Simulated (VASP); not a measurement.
W:

```
W
1.0
     2.81941    0.00000    0.00000
    -1.40970    2.44168    0.00000
     0.00000    0.00000    4.60409
W
2
Direct
  0.33333 0.66667 0.25000
  0.66667 0.33333 0.75000
```

This isn't the form of W at room conditions, which is bcc.

```yaml
Program: VASP 6.6.1
Task: relaxation of cell and atoms
Functional: PBEsol
Potentials_or_basis: VASP PAW PBE potentials, release 64 (W_sv)
Cutoff: 600 eV
k_mesh: 13 × 13 × 7
Occupations: fermi-dirac, width 0.1 eV
Spin: no spin polarisation
```

At the start: pressure 2.7 GPa; volume 15.85 Å³/atom.

Task: How do energy, volume and symmetry change on relaxing?

Result: Over 16 steps the energy falls by 56.0 meV/atom and the volume is 16.09 Å³/atom (+1.5 %); space group P6_3/mmc (No. 194, to 0.1 Å) before and after.

Step by step:
| step | energy change (eV) | largest force (eV/Å) | pressure (GPa) | volume (Å³) |
| --- | --- | --- | --- | --- |
| 1 | 0.0000 | 0.0000 | 2.72 | 31.69 |
| 2 | -0.0870 | 0.0000 | -6.94 | 32.90 |
| 3 | -0.0871 | 0.0000 | -7.16 | 32.93 |
| 4 | -0.0987 | 0.0000 | 0.37 | 32.25 |
| 5 | -0.1080 | 0.0000 | -2.77 | 32.51 |
| 6 | -0.1120 | 0.0000 | 0.09 | 32.17 |
| 7 | -0.1120 | 0.0000 | 0.05 | 32.19 |
| 8 | -0.1120 | 0.0000 | -0.10 | 32.20 |
| 9 | -0.1120 | 0.0000 | -0.19 | 32.19 |
| 10 | -0.1120 | 0.0000 | -0.04 | 32.18 |
| 11 | -0.1120 | 0.0000 | -0.05 | 32.19 |
| 12 | -0.1120 | 0.0000 | -0.09 | 32.19 |
| 13 | -0.1120 | 0.0000 | -0.10 | 32.19 |
| 14 | -0.1120 | 0.0000 | -0.10 | 32.19 |
| 15 | -0.1120 | 0.0000 | -0.08 | 32.19 |
| 16 | -0.1120 | 0.0000 | -0.05 | 32.18 |

Final structure:
```
W
1.0
     2.75512    0.00000    0.00000
    -1.37756    2.38600    0.00000
     0.00000    0.00000    4.89496
W
2
Cartesian
  0.0000 1.5907 1.2237
  1.3776 0.7953 3.6712
```

Caveat: the PAW data sets were made with another functional, which shifts forces and pressure a little.
